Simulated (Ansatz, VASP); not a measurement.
## Two plane-wave programs on GaSi

```
CELL_PARAMETERS angstrom
3.35887 0.00000 0.00000
0.00000 3.35887 0.00000
0.00000 0.00000 3.65526
ATOMIC_POSITIONS crystal
Ga 0.50000 0.50000 0.50000
Si 0.50000 0.50000 0.00000
```

Alike in both runs: task relaxation of cell and atoms; functional PBE; k mesh 6 × 6 × 6; occupations gaussian, width 0.1 eV; no spin polarisation.

|  | VASP | Ansatz |
| --- | --- | --- |
| version | VASP 6.6.1 | Ansatz 0.2.0 |
| potentials or method | VASP PAW PBE potentials, release 64 (Ga_d, Si), cutoff 600 eV | scalar-relativistic, plane waves, PAW |
| valence electrons in the cell | 17 | 17 |

Ansatz gave:

* gap on the k mesh at the Fermi level, each at its own relaxed structure (eV): none
* relaxed volume (Å³/atom): 17.79
* relaxed length of the cell vector where the two differ most in proportion (Å): 2.611

Q: Estimate VASP's values.

A: gap on the k mesh at the Fermi level, each at its own relaxed structure (eV): none; relaxed volume (Å³/atom): 17.81; relaxed length of the cell vector where the two differ most in proportion (Å): 2.613.

A gap of «none» marks a metal or a gap that the smearing closes.
